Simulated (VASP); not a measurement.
# Cr (Im-3m) in VASP: settings compared

Aim: see how the results for Cr move with the level of theory and the settings. Levels: PBE+D4, RPBE+D4, r2SCAN+D4, PBE. Tasks: single point.

Program: VASP 6.6.1. These are calculated values, not measurements. Logs are shortened: lines on timing, memory, paths and dates and some standing lists are left out, and cuts for length are marked.

### Step 1. The cell of the first run

It takes space group Im-3m (No. 229, cubic). Conventional cell: a = 2.825 Å, b = 2.825 Å, c = 2.825 Å, α = 90.00°, β = 90.00°, γ = 90.00°. Within 3.2 Å of Cr (site symmetry m-3m) lie 14 Cr at 2.45 to 2.82 Å.

### Step 2. Single point, PBE+D4, collinear spin, ferromagnetic start

Contents of INCAR:

```
  ALGO = Normal
  EDIFF = 1E-6
  ENCUT = 520
  GGA = PE
  ISIF = 2
  ISMEAR = -1
  ISPIN = 2
  IVDW = 13
  LASPH = T
  LCHARG = F
  LMAXMIX = 4
  LORBIT = 11
  LREAL = F
  LWAVE = F
  MAGMOM = 3
  NBANDS = 16
  NELM = 150
  PREC = Accurate
  SIGMA = 0.05
```

Contents of KPOINTS:

```
k-points
0
Gamma
  12 12 12
```

Contents of POSCAR:

```
Cr
1.0
   -1.4124275916      1.4124275916      1.4124275916
    1.4124275916     -1.4124275916      1.4124275916
    1.4124275916      1.4124275916     -1.4124275916
Cr
1
Direct
    0.0000000000      0.0000000000      0.0000000000
```

Potentials or basis: VASP PAW PBE potentials, release 64 (Cr_pv).

Run with:

```bash
$ cat potpaw_PBE.64/Cr_pv/POTCAR > POTCAR
$ mpirun -np 1 vasp_std > vasp.out
```

OUTCAR:

```text
EDIFF = 1E-6
   ENCUT = 520
   GGA = PE
   ISIF = 2
   ISMEAR = -1
   ISPIN = 2
   IVDW = 13
   LASPH = T
   LORBIT = 11
   LREAL = F
   NELM = 150
   PREC = Accurate

 ion  position               nearest neighbor table
   1  0.000  0.000  0.000-

  LATTYP: Found a body centered cubic cell.
 ALAT       =     2.8248551832

  Lattice vectors:

 A1 = (  -1.4124275916,   1.4124275916,   1.4124275916)
 A2 = (   1.4124275916,  -1.4124275916,   1.4124275916)
 A3 = (   1.4124275916,   1.4124275916,  -1.4124275916)

Analysis of symmetry for initial positions (statically):
=====================================================================
 Subroutine PRICEL returns:
 Original cell was already a primitive cell.

 Routine SETGRP: Setting up the symmetry group for a
 body centered cubic supercell.

 Subroutine GETGRP returns: Found 48 space group operations
 (whereof 48 operations were pure point group operations)
 out of a pool of 48 trial point group operations.

The static configuration has the point symmetry O_h .

Analysis of symmetry for dynamics (positions and initial velocities):
=====================================================================
 Subroutine PRICEL returns:
 Original cell was already a primitive cell.

 Routine SETGRP: Setting up the symmetry group for a
 body centered cubic supercell.

 Subroutine GETGRP returns: Found 48 space group operations
 (whereof 48 operations were pure point group operations)
 out of a pool of 48 trial point group operations.

The dynamic configuration has the point symmetry O_h .

Analysis of structural, dynamic, and magnetic symmetry:
=====================================================================
 Subroutine PRICEL returns:
 Original cell was already a primitive cell.

 Routine SETGRP: Setting up the symmetry group for a
 body centered cubic supercell.

 Subroutine GETGRP returns: Found 48 space group operations
 (whereof 48 operations were pure point group operations)
 out of a pool of 48 trial point group operations.

The overall configuration has the point symmetry O_h .

 Subroutine INISYM returns: Found 48 space group operations
 (whereof 48 operations are pure point group operations),
 and found     1 'primitive' translations

----------------------------------------------------------------------------------------

                                     Primitive cell

  volume of cell :      11.2709

  direct lattice vectors                    reciprocal lattice vectors
    -1.412427592  1.412427592  1.412427592     0.000000000  0.354000448  0.354000448
[... 101 lines left out ...]
   IALGO  =     38    algorithm
   IMIX   =      4    mixing-type and parameters
     AMIX     =   0.40;   BMIX     =  1.00
     AMIX_MAG =   1.60;   BMIX_MAG =  1.00
  volume/ion in A,a.u.               =      11.27        76.06
  Fermi-wavevector in a.u.,A,eV,Ry     =   1.671664  3.158987 38.020955  2.794461
  Thomas-Fermi vector in A             =   2.756947
   LORBIT       =     11    0 simple, 1 ext, 2 COOP (PROOUT), +10 PAW based schemes
   GGA     = PE    functional components
   LHFCALC =     F    Hartree Fock is set to
   AEXX    =    0.0000 exact exchange contribution
   IVDW    =    13    specifies the selected vdW correction
   LEPSILON=     F    determine dielectric tensor
   LRPA    =     F    only Hartree local field effects (RPA)
 spin polarized calculation
  energy-cutoff  :      520.00
  volume of cell :       11.27
 maximum number of plane-waves:       321
   NGX =  9   NGY =  9   NGZ =  9

 number of electron      12.0000009 magnetization      -0.0018494

 number of electron      12.0000009 magnetization       0.0000412

 Free energy of the ion-electron system (eV)
  ---------------------------------------------------
  ext. energy  EPLUGINS =         0.00000000
  ---------------------------------------------------
  free energy    TOTEN  =        -9.51754872 eV

  energy without entropy =       -9.51396389  energy(sigma->0) =       -9.51575630

 E-fermi :  11.3228     XC(G=0): -13.8137

 val. band max:       11.2210316541   @ k =   0.1667   0.0000   0.0000
 cond. band min:      11.3958883866   @ k =  -0.3333   0.3333   0.2500
 fundamental gap:      0.1748567326
 Fermi energy:        11.3228394530

 spin component 1

 k-point     1 :       0.0000    0.0000    0.0000
  band No.  band energies     occupation
      1     -31.3404      1.00000
      2     -31.3404      1.00000
      3     -31.3404      1.00000
      4       3.3828      1.00000
      5      10.4022      1.00000
      6      10.4022      1.00000
[... 435 lines left out ...]
      5       8.7238      1.00000
      6      11.1836      0.94181
[... 8 lines left out ...]
     15      43.8041      0.00000
     16      44.1342      0.00000

 [... further k-points ...]

 spin component 2

 k-point     1 :       0.0000    0.0000    0.0000
  band No.  band energies     occupation
      1     -31.3404      1.00000
      2     -31.3404      1.00000
      3     -31.3404      1.00000
      4       3.3829      1.00000
      5      10.4023      1.00000
      6      10.4023      1.00000
[... 435 lines left out ...]
      5       8.7238      1.00000
      6      11.1837      0.94177
[... 8 lines left out ...]
     15      43.8041      0.00000
     16      44.1342      0.00000

 [... further k-points ...]

------------------------ aborting loop because EDIFF is reached ----------------------------------------

  DFT-D4 for vdW energy calculation

  Edisp (eV):   -0.45910

  FORCE on cell =-STRESS in cart. coord.  units (eV):
  Direction    XX          YY          ZZ          XY          YZ          ZX
  --------------------------------------------------------------------------------------
  -------------------------------------------------------------------------------------
  Total      -0.02997    -0.02997    -0.02997     0.00000     0.00000     0.00000
  in kB      -4.26039    -4.26039    -4.26039     0.00000     0.00000     0.00000
  external pressure =       -4.26 kB  Pullay stress =        0.00 kB

 VOLUME and BASIS-vectors are now :
 -----------------------------------------------------------------------------
  energy-cutoff  :      520.00
  volume of cell :       11.27
      direct lattice vectors                 reciprocal lattice vectors
    -1.412427592  1.412427592  1.412427592     0.000000000  0.354000448  0.354000448
     1.412427592 -1.412427592  1.412427592     0.354000448  0.000000000  0.354000448
     1.412427592  1.412427592 -1.412427592     0.354000448  0.354000448  0.000000000

 POSITION                                       TOTAL-FORCE (eV/Angst)
 -----------------------------------------------------------------------------------
      0.00000      0.00000      0.00000        -0.000000     -0.000000      0.000000
 -----------------------------------------------------------------------------------
    total drift:                                0.000000      0.000000      0.000000

  FREE ENERGIE OF THE ION-ELECTRON SYSTEM (eV)
  ---------------------------------------------------
  free  energy   TOTEN  =        -9.9766481074 eV

  energy  without entropy=       -9.9730632719  energy(sigma->0) =       -9.97485569

 total charge

# of ion       s       p       d       tot
------------------------------------------
    1        0.450   6.416   4.250  11.116

 magnetization (x)

# of ion       s       p       d       tot
------------------------------------------
    1       -0.000   0.000   0.000   0.000
```

OSZICAR:

```text
N       E                     dE             d eps       ncg     rms          rms(c)
DAV:   1     0.814203471888E+02    0.81420E+02   -0.61167E+03  4688   0.860E+02
DAV:   2    -0.816013297513E+01   -0.89580E+02   -0.85362E+02  5080   0.250E+02
DAV:   3    -0.960937417445E+01   -0.14492E+01   -0.14459E+01  5128   0.348E+01
DAV:   4    -0.961400999417E+01   -0.46358E-02   -0.46357E-02  5512   0.197E+00
DAV:   5    -0.961404201727E+01   -0.32023E-04   -0.32023E-04  5184   0.146E-01    0.191E+01
DAV:   6    -0.946531184199E+01    0.14873E+00   -0.19249E+00  4736   0.250E+01    0.417E+00
DAV:   7    -0.951680037501E+01   -0.51489E-01   -0.14744E-01  4832   0.294E+00    0.242E+00
DAV:   8    -0.952125403360E+01   -0.44537E-02   -0.62227E-03  5048   0.873E-01    0.918E-01
DAV:   9    -0.951723931456E+01    0.40147E-02   -0.19914E-03  5056   0.455E-01    0.293E-01
DAV:  10    -0.951754434292E+01   -0.30503E-03   -0.35454E-04  4992   0.156E-01    0.539E-02
DAV:  11    -0.951755502402E+01   -0.10681E-04   -0.15057E-05  5392   0.286E-02    0.228E-02
DAV:  12    -0.951755070752E+01    0.43165E-05   -0.11767E-06  4168   0.781E-03    0.674E-03
DAV:  13    -0.951754878727E+01    0.19202E-05   -0.86499E-07  3408   0.601E-03    0.182E-03
DAV:  14    -0.951754872208E+01    0.65189E-07   -0.38082E-08  2392   0.217E-03
   1 F= -.99766481E+01 E0= -.99748557E+01  d E =-.358484E-02  mag=    -0.0000
```

Run time: 18 s. Hardware: 1 thread of Intel Xeon 6975P-C, shared host; peak memory 0.14 GiB.

Results:

```yaml
Free_energy: -9.9766 eV
Pressure: -0.4 GPa
Band_gap_on_the_k_mesh: zero (filled and empty bands overlap)
Net_moment: 0.00 μB per cell
Valence_electrons_inside_the_program's_atomic_spheres: Cr 11.12
Dispersion_energy_per_atom: -0.459 eV
```

Caveat: the starting moments collapsed, and a magnetic state may lie lower; pairwise dispersion overbinds metals, which lowers pressure and volume.

### Step 3. Single point, RPBE+D4, collinear spin, ferromagnetic start

This run uses another cell than the first one, of 11.24 Å³/atom, 0.997 times its volume.

Contents of INCAR:

```
PREC = Accurate
ENCUT = 520
EDIFF = 1E-7
ISMEAR = -1
SIGMA = 0.05
LREAL = False
LASPH = True
NELM = 150
ALGO = Normal
ISIF = 2
LWAVE = False
LCHARG = False
ISPIN = 2
MAGMOM = 3
LORBIT = 11
LMAXMIX = 4
GGA = RP
IVDW = 13
NBANDS = 16
```

Contents of KPOINTS:

```
Automatic mesh
0
Gamma
  12 12 12
```

Contents of POSCAR:

```
Cr
1.0
   -1.4111797726      1.4111797726      1.4111797726
    1.4111797726     -1.4111797726      1.4111797726
    1.4111797726      1.4111797726     -1.4111797726
Cr
1
Direct
    0.0000000000      0.0000000000      0.0000000000
```

Potentials or basis: VASP PAW PBE potentials, release 64 (Cr_pv).

Run with:

```bash
$ cat potpaw_PBE.64/Cr_pv/POTCAR > POTCAR
$ mpirun -np 1 vasp_std > vasp.out
```

Wall time 21 s (1 thread of Intel Xeon 6975P-C, shared host); peak memory 0.13 GiB.

The run converged. Its results:

* Free energy: -9.8633 eV
* Pressure: -0.3 GPa
* Band gap on the k mesh: zero (filled and empty bands overlap)
* Net moment: 0.00 μB per cell
* Valence electrons inside the program's atomic spheres: Cr 11.13
* Dispersion energy per atom: -0.889 eV

Levels at points of the mesh, in eV from the Fermi level:
Spin up:
| k point | band 2 | band 3 | band 4 | band 5 | band 6 | band 7 | band 8 | band 9 | band 10 | band 11 |
| --- | --- | --- | --- | --- | --- | --- | --- | --- | --- | --- |
| (0.00, 0.00, 0.00) | -42.73 | -42.73 | -7.96 | -0.92 | -0.92 | -0.92 | 1.22 | 1.22 | 7.21 | 22.50 |
| (0.50, 0.00, 0.00) | -43.04 | -42.74 | -4.55 | -2.53 | 1.17 | 1.22 | 1.58 | 2.97 | 7.19 | 10.28 |
| (0.50, 0.50, 0.50) | -43.41 | -43.41 | -4.46 | -4.46 | 2.56 | 2.56 | 2.56 | 7.20 | 10.87 | 10.87 |
Spin down:
| k point | band 3 | band 4 | band 5 | band 6 | band 7 | band 8 | band 9 | band 10 |
| --- | --- | --- | --- | --- | --- | --- | --- | --- |
| (0.00, 0.00, 0.00) | -42.73 | -7.96 | -0.92 | -0.92 | -0.92 | 1.22 | 1.22 | 7.21 |
| (0.50, 0.00, 0.00) | -42.74 | -4.55 | -2.53 | 1.17 | 1.22 | 1.58 | 2.97 | 7.19 |
| (0.50, 0.50, 0.50) | -43.41 | -4.46 | -4.46 | 2.56 | 2.56 | 2.56 | 7.20 | 10.87 |

Caveat: the starting moments collapsed, and a magnetic state may lie lower; the PAW data sets were made with another functional, which shifts forces and pressure a little; pairwise dispersion overbinds metals, which lowers pressure and volume.

### Step 4. Single point, r2SCAN+D4, collinear spin, zero start

This run uses another cell than the first one, of 13.08 Å³/atom, 1.161 times its volume.

Contents of POSCAR:

```
Cr
1.0
   -1.4844496776      1.4844496776      1.4844496776
    1.4844496776     -1.4844496776      1.4844496776
    1.4844496776      1.4844496776     -1.4844496776
Cr
1
Direct
    0.0000000000      0.0000000000      0.0000000000
```

Contents of INCAR.step1:

```
SYSTEM = Cr
  PREC = Accurate
  ENCUT = 520
  ISMEAR = 1
  SIGMA = 0.1
  LREAL = .False.
  LASPH = .True.
  NELM = 150
  ISPIN = 2
  MAGMOM = 0
  LMAXMIX = 4
  NBANDS = 16
  GGA = PE
  ALGO = Normal
  EDIFF = 1E-4
  LWAVE = .True.
  LCHARG = .False.
```

Contents of INCAR.step2:

```
SYSTEM = Cr
  PREC = Accurate
  ENCUT = 520
  EDIFF = 1E-6
  ISMEAR = 1
  SIGMA = 0.1
  LREAL = .False.
  LASPH = .True.
  NELM = 150
  ALGO = Normal
  ISIF = 2
  LWAVE = .False.
  LCHARG = .False.
  ISPIN = 2
  MAGMOM = 0
  LORBIT = 11
  LMAXMIX = 4
  METAGGA = R2SCAN
  LMIXTAU = .True.
  IVDW = 13
  VDW_S6 = 1.0
  VDW_S8 = 0.6018749
  VDW_A1 = 0.51559235
  VDW_A2 = 5.77342911
  NBANDS = 16
  ISTART = 1
```

Contents of KPOINTS:

```
Automatic mesh
0
Gamma
  12 12 12
  0 0 0
```

Potentials or basis: VASP PAW PBE potentials, release 64 (Cr_pv).

Run with:

```bash
$ cat potpaw_PBE.64/Cr_pv/POTCAR > POTCAR
$ cp INCAR.step1 INCAR
$ mpirun -np 1 vasp_std > vasp.out
$ cp INCAR.step2 INCAR
$ mpirun -np 1 vasp_std > vasp.out
```

OUTCAR:

```text
SYSTEM = Cr
   PREC = Accurate
   ENCUT = 520
   EDIFF = 1E-6
   ISMEAR = 1
   LREAL = .False.
   LASPH = .True.
   NELM = 150
   ISIF = 2
   ISPIN = 2
   LORBIT = 11
   METAGGA = R2SCAN
   IVDW = 13
   ISTART = 1

 ion  position               nearest neighbor table
   1  0.000  0.000  0.000-

  LATTYP: Found a body centered cubic cell.
 ALAT       =     2.9688993552

  Lattice vectors:

[... 1126 lines left out ...]
  Direction    XX          YY          ZZ          XY          YZ          ZX
  --------------------------------------------------------------------------------------
  -------------------------------------------------------------------------------------
  Total      -2.51817    -2.51817    -2.51817     0.00000     0.00000     0.00000
  in kB    -308.34630  -308.34630  -308.34630     0.00000     0.00000     0.00000
  external pressure =     -308.35 kB  Pullay stress =        0.00 kB

 VOLUME and BASIS-vectors are now :
 -----------------------------------------------------------------------------
  energy-cutoff  :      520.00
  volume of cell :       13.08
      direct lattice vectors                 reciprocal lattice vectors
    -1.484449678  1.484449678  1.484449678     0.000000000  0.336825160  0.336825160
     1.484449678 -1.484449678  1.484449678     0.336825160  0.000000000  0.336825160
     1.484449678  1.484449678 -1.484449678     0.336825160  0.336825160  0.000000000

 POSITION                                       TOTAL-FORCE (eV/Angst)
 -----------------------------------------------------------------------------------
      0.00000      0.00000      0.00000         0.000000     -0.000000      0.000000
 -----------------------------------------------------------------------------------
    total drift:                                0.000000      0.000000      0.000000

  FREE ENERGIE OF THE ION-ELECTRON SYSTEM (eV)
  ---------------------------------------------------
  free  energy   TOTEN  =       -14.7634133433 eV

  energy  without entropy=      -14.7627611407  energy(sigma->0) =      -14.76319594

 total charge

# of ion       s       p       d       tot
------------------------------------------
    1        0.669   6.347   4.040  11.055

 magnetization (x)

# of ion       s       p       d       tot
------------------------------------------
    1        0.000  -0.000  -0.000   0.000
```

OUTCAR.step1:

```text
SYSTEM = Cr
   PREC = Accurate
   ENCUT = 520
   ISMEAR = 1
   LREAL = .False.
   LASPH = .True.
   NELM = 150
[... 1151 lines left out ...]
 -----------------------------------------------------------------------------------
      0.00000      0.00000      0.00000         0.000000      0.000000      0.000000
 -----------------------------------------------------------------------------------
    total drift:                                0.000000     -0.000000      0.000000

  FREE ENERGIE OF THE ION-ELECTRON SYSTEM (eV)
  ---------------------------------------------------
  free  energy   TOTEN  =        -9.3818798808 eV

  energy  without entropy=       -9.3819554146  energy(sigma->0) =       -9.38190506
```

Wall time 86 s (1 thread of Intel Xeon 6975P-C, shared host); peak memory 0.15 GiB.

What came out:

```
Free energy                                           : -14.7634 eV
Pressure                                              : -30.8 GPa
Band gap on the k mesh                                : zero (filled and empty bands overlap)
Net moment                                            : 0.00 μB per cell
Valence electrons inside the program's atomic spheres : Cr 11.05
Dispersion energy per atom                            : -0.136 eV
```

Caveat: the PAW data sets were made with another functional, which shifts forces and pressure a little; pairwise dispersion overbinds metals, which lowers pressure and volume.

(Part 1 of 2 ends here.)
